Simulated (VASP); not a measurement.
A run of VASP 6.6.1 is set up as follows.

INCAR

```
SYSTEM = NdHf
  PREC = Accurate
  ENCUT = 500
  EDIFF = 1E-7
  ISMEAR = 0
  SIGMA = 0.2
  LREAL = .False.
  LASPH = .True.
  NELM = 200
  ALGO = Normal
  ISIF = 3
  LWAVE = .False.
  LCHARG = .False.
  GGA = PE
  IBRION = 2
  NSW = 36
  EDIFFG = -0.08
  GGA_COMPAT = .False.
  NELMIN = 4
  LMAXMIX = 6
```

The input KPOINTS:

```
Automatic mesh
0
Gamma
  5 5 4
  0 0 0
```

File POSCAR:

```
NdHf
1.0
    4.9021296300      0.0000000000      0.0000000000
   -2.4510648100      4.2453687900      0.0000000000
    0.0000000000      0.0000000000      5.3756685200
Nd Hf
2 2
Direct
    0.3333333300      0.6666666700      0.5000000000
    0.6666666700      0.3333333300      0.5000000000
    0.3333333300      0.6666666700      0.0000000000
    0.6666666700      0.3333333300      0.0000000000
```

Potentials or basis: VASP PAW PBE potentials, release 64 (Nd_3, Hf_pv), 4f in core.

Launch:

```bash
$ cat potpaw_PBE.64/Nd_3/POTCAR potpaw_PBE.64/Hf_pv/POTCAR > POTCAR
$ mpirun -np 1 vasp_std > vasp.out
```

Task: What does it give for the relaxed cell?

Result: a = 5.307 Å, b = 5.307 Å, c = 6.005 Å, α = 90.00°, β = 90.00°, γ = 120.00°.

Task: What does it give for the band gap on the k mesh?

Result: Zero (bands 21 and 22 overlap by 0.60 eV).

Task: What does it give for the space group after relaxing (to 0.1 Å)?

Result: P6/mmm (No. 191).

Final structure:
```cif
data_structure
_symmetry_space_group_name_H-M 'P 1'
_symmetry_Int_Tables_number 1
_cell_length_a 5.3068
_cell_length_b 5.3068
_cell_length_c 6.0047
_cell_angle_alpha 90.000
_cell_angle_beta 90.000
_cell_angle_gamma 120.000
_cell_volume 146.45
loop_
_atom_site_label
_atom_site_type_symbol
_atom_site_fract_x
_atom_site_fract_y
_atom_site_fract_z
_atom_site_occupancy
Nd1 Nd 0.33333 0.66667 0.50000 1
Nd2 Nd 0.66667 0.33333 0.50000 1
Hf1 Hf 0.33333 0.66667 0.00000 1
Hf2 Hf 0.66667 0.33333 0.00000 1
```

Caveat: spin-orbit coupling is left out, which moves the levels of the heavy elements; the 4f electrons are frozen in the core, so they carry no moment and show no levels. Spin polarisation is off, so any magnetic state and its effect on volume and gap are missing.
